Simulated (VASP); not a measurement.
## BN: relaxation of cell and atoms with PBE

The system is BN.

```
CELL_PARAMETERS angstrom
2.38417 0.00000 0.00000
-1.19209 2.06475 0.00000
0.00000 0.00000 7.78670
ATOMIC_POSITIONS crystal
B 0.00000 0.00000 0.00000
B 0.33333 0.66667 0.25000
B 0.00000 0.00000 0.50000
B 0.66667 0.33333 0.75000
N 0.00000 0.00000 0.18750
N 0.33333 0.66667 0.43750
N 0.00000 0.00000 0.68750
N 0.66667 0.33333 0.93750
```

```json
{
 "Program": "VASP 6.6.1",
 "Task": "relaxation of cell and atoms",
 "Functional": "PBE",
 "Potentials or basis": "VASP PAW PBE potentials, release 64 (B, N)",
 "Cutoff": "600 eV",
 "k mesh": "12 × 12 × 4",
 "Occupations": "fermi-dirac, width 0.02 eV",
 "Spin": "no spin polarisation",
 "Dipole correction": "no",
 "Further INCAR settings": "ALGO = Normal; EDIFF = 1e-07; IBRION = 2; EDIFFG = -0.005; NSW = 80; ISIF = 3"
}
```

The relaxed volume is 5.96 Å³/atom and the relaxed cell is a = 2.559 Å, b = 2.559 Å, c = 8.411 Å, α = 90.00°, β = 90.00°, γ = 120.00°. The space group after relaxing (to 0.05 Å) is P6_3mc (No. 186). The energy gained by relaxing is 375.3 meV/atom, the ionic steps are 9 and the pressure after relaxing is 0.0 GPa. The largest force after relaxing is 0.005 eV/Å. The band gap on the k mesh is 5.49 eV, indirect (least direct gap 7.50 eV).

Forces in eV/Å, atoms in the order of the input:
```
B    0.000  0.000  0.004
B    0.000  0.000 -0.005
B    0.000  0.000  0.004
B    0.000  0.000 -0.005
N    0.000  0.000  0.003
N    0.000  0.000 -0.002
N    0.000  0.000  0.003
N    0.000  0.000 -0.002
```

The path:
```tsv
step	energy change (eV)	largest force (eV/Å)	pressure (GPa)	volume (Å³)
1	0.0000	0.3109	121.27	38.33
2	0.4064	0.4227	-61.55	62.17
3	-2.9939	0.2197	-3.96	48.22
4	-3.0004	0.2083	-0.71	47.80
5	-3.0005	0.2028	0.89	47.59
6	-3.0006	0.2266	0.62	47.63
7	-3.0023	0.0264	0.74	47.61
8	-3.0024	0.0258	-0.45	47.76
9	-3.0025	0.0048	0.03	47.70
```

Final structure:
```
CELL_PARAMETERS angstrom
2.55907 0.00000 0.00000
-1.27954 2.21622 0.00000
0.00000 0.00000 8.41050
ATOMIC_POSITIONS crystal
B 0.00000 0.00000 0.00037
B 0.33333 0.66667 0.24971
B 0.00000 0.00000 0.50037
B 0.66667 0.33333 0.74971
N 0.00000 0.00000 0.18700
N 0.33333 0.66667 0.43793
N 0.00000 0.00000 0.68700
N 0.66667 0.33333 0.93793
```

Levels at points of the mesh, in eV from the valence-band top:
```
           k point  band 12  band 13  band 14  band 15  band 16  band 17  band 18  band 19  band 20  band 21
(0.00, 0.00, 0.00)    -1.09    -1.09    -0.13     0.00     0.00     8.56     8.56     8.70     9.21     9.69
(0.50, 0.00, 0.00)    -3.71    -3.64    -3.46    -2.58    -2.01     5.49     5.85     7.99     9.34     9.84
(0.00, 0.00, 0.50)    -1.78    -0.37    -0.37    -0.37    -0.37     9.03     9.03     9.03     9.11     9.11
(0.50, 0.00, 0.50)    -4.57    -3.44    -3.44    -2.57    -2.57     5.98     5.98     8.33     8.33    10.48
```

Run time: 2.4 min on 1 thread of Intel(R) Xeon(R) 6975P-C (Granite Rapids), with other jobs on the host, peak memory 0.19 GiB.

Caveat: the volume moved by over 15 % at a fixed basis, so the end points are rough. A k mesh can miss the band edges.
